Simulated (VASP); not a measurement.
A run of VASP 6.6.1 is set up as follows.

INCAR

```
SYSTEM = TiAl3
PREC = Accurate
ENCUT = 520
EDIFF = 1E-6
ISMEAR = 0
SIGMA = 0.15
LREAL = .False.
LASPH = .True.
NELM = 100
ALGO = Fast
ISIF = 2
LWAVE = .False.
LCHARG = .False.
GGA = CA
NBANDS = 18
```

KPOINTS

```
Automatic mesh
0
Gamma
  16 16 16
  0 0 0
```

The input POSCAR:

```
TiAl3
1.0
   -1.8034729713      1.8034729713      4.1586283246
    1.8034729713     -1.8034729713      4.1586283246
    1.8034729713      1.8034729713     -4.1586283246
Ti Al
1 3
Direct
    0.0000000000      0.0000000000      0.0000000000
    0.5000000000      0.5000000000      0.0000000000
    0.7500000000      0.2500000000      0.5000000000
    0.2500000000      0.7500000000      0.5000000000
```

Potentials or basis: VASP PAW LDA potentials, release 64 (Ti_sv, Al).

Command:

```console
$ cat potpaw_LDA.64/Ti_sv/POTCAR potpaw_LDA.64/Al/POTCAR > POTCAR
$ mpirun -np 1 vasp_std > vasp.out
```

(1) Estimate the pressure.

Results:

(1) 17.0 GPa.
